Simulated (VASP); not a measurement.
A run of VASP 6.6.1 is set up as follows.

The input INCAR:

```
PREC = Accurate
ENCUT = 520
EDIFF = 1E-7
ISMEAR = -1
SIGMA = 0.05
LREAL = False
LASPH = True
NELM = 80
ALGO = Normal
ISIF = 2
LWAVE = False
LCHARG = False
GGA = PS
NBANDS = 34
```

Contents of KPOINTS:

```
Automatic mesh
0
Gamma
  7 7 7
```

File POSCAR:

```
LaPb3
1.0
    4.9384910131      0.0000000000      0.0000000000
    0.0000000000      4.9384910131      0.0000000000
    0.0000000000      0.0000000000      4.9384910131
La Pb
1 3
Direct
    0.0000000000      0.0000000000      0.0000000000
    0.0000000000      0.5000000000      0.5000000000
    0.5000000000      0.0000000000      0.5000000000
    0.5000000000      0.5000000000      0.0000000000
```

Potentials or basis: VASP PAW PBE potentials, release 64 (La, Pb_d).

Launch:

```console
$ cat potpaw_PBE.64/La/POTCAR potpaw_PBE.64/Pb_d/POTCAR > POTCAR
$ mpirun -np 1 vasp_std > vasp.out
```

(1) Estimate the pressure.

## Answers

(1) -1.9 GPa.

Caveat: the PAW data sets were made with another functional, which shifts forces and pressure a little.
